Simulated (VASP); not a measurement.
Wanted: the native input for a VASP 6.6.1 run.

```
Task                   : single point
Functional             : LDA
Potentials or basis    : VASP PAW LDA potentials, release 64 (Ta_pv, N)
Cutoff                 : 520 eV
k mesh                 : 10 × 10 × 6
Occupations            : fermi-dirac, width 0.05 eV
Spin                   : no spin polarisation
Dipole correction      : no
Further INCAR settings : ALGO = Normal; EDIFF = 1e-07; NBANDS = 20
```

The structure of Ta2N lies in POSCAR:

```
Ta2N
1.0
    3.1128615060      0.0000000000      0.0000000000
   -1.5564307530      2.6958171426      0.0000000000
    0.0000000000      0.0000000000      4.8698410000
Ta N
2 1
Direct
    0.3333333333      0.6666666667      0.2547110000
    0.6666666667      0.3333333333      0.7452890000
    0.0000000000      0.0000000000      0.0000000000
```

These files were run (other wordings do the same):

INCAR

```
SYSTEM = Ta2N
PREC     = Accurate       ! precision mode
ENCUT    = 520            ! plane-wave cutoff, eV
EDIFF    = 1E-7           ! SCF threshold, eV
ISMEAR   = -1             ! smearing method
SIGMA    = 0.05           ! smearing width, eV
LREAL    = .FALSE.        ! projectors in reciprocal space
LASPH    = .TRUE.         ! aspherical terms in the spheres
NELM     = 100            ! most SCF steps
ALGO     = Normal         ! electronic algorithm
ISIF     = 2              ! what is computed and relaxed
LWAVE    = .FALSE.        ! write WAVECAR
LCHARG   = .FALSE.        ! write CHGCAR
GGA      = CA             ! functional
NBANDS   = 20             ! bands
```

KPOINTS

```
Automatic mesh
0
G
  10 10 6
  0 0 0
```

Potentials or basis: VASP PAW LDA potentials, release 64 (Ta_pv, N).

Command:

```sh
$ cat potpaw_LDA.64/Ta_pv/POTCAR potpaw_LDA.64/N/POTCAR > POTCAR
$ mpirun -np 1 vasp_std > vasp.out
```

It gave:

* Pressure: -13.2 GPa
* Largest force: 0.405 eV/Å

It took 18 s on 1 thread of Intel(R) Xeon(R) 6975P-C (Granite Rapids) (shared host), peak memory 0.17 GiB.
